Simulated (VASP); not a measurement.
Wanted: the native input for a VASP 6.6.1 run.

| Item | Value |
| --- | --- |
| Task | relaxation of cell and atoms |
| Functional | PBEsol |
| Potentials or basis | VASP PAW PBE potentials, release 64 (Be, S) |
| Cutoff | 600 eV |
| k mesh | 8 × 8 × 8 |
| Occupations | gaussian, width 0.02 eV |
| Spin | no spin polarisation |
| Dipole correction | no |
| Further INCAR settings | ALGO = Normal; EDIFF = 1e-07; IBRION = 2; EDIFFG = -0.005; NSW = 100; ISIF = 3 |

The structure of BeS lies in POSCAR:

```
BeS
1.0
    0.0000000000      2.4250000000      2.4250000000
    2.4250000000      0.0000000000      2.4250000000
    2.4250000000      2.4250000000      0.0000000000
Be S
1 1
Direct
    0.0000000000      0.0000000000      0.0000000000
    0.7500000000      0.7500000000      0.7500000000
```

The input as run:

INCAR

```
SYSTEM = BeS
PREC = Accurate
ENCUT = 600
EDIFF = 1E-7
ISMEAR = 0
SIGMA = 0.02
LREAL = .False.
LASPH = .True.
NELM = 80
ALGO = Normal
ISIF = 3
LWAVE = .False.
LCHARG = .False.
GGA = PS
IBRION = 2
NSW = 100
EDIFFG = -0.005
```

KPOINTS

```
regular mesh
0
Gamma
  8 8 8
  0 0 0
```

Potentials or basis: VASP PAW PBE potentials, release 64 (Be, S).

Command:

```sh
$ cat potpaw_PBE.64/Be/POTCAR potpaw_PBE.64/S/POTCAR > POTCAR
$ mpirun -np 1 vasp_std > vasp.out
```

Results of the run:

```
Relaxed volume                         : 14.18 Å³/atom
Relaxed cell                           : a = 3.423 Å, b = 3.423 Å, c = 3.423 Å, α = 60.00°, β = 60.00°, γ = 60.00°
Space group after relaxing (to 0.05 Å) : F-43m (No. 216)
Energy gained by relaxing              : 0.1 meV/atom
Ionic steps                            : 3
Pressure after relaxing                : 0.0 GPa
Band gap on the k mesh                 : 2.92 eV, indirect (least direct gap 5.61 eV)
```

Caveat: the PAW data sets were made with another functional, which shifts forces and pressure a little.

Run time: 15 s on 1 thread of AMD EPYC 7R13 Processor (Zen 3), on a shared host, peak memory 0.12 GiB.
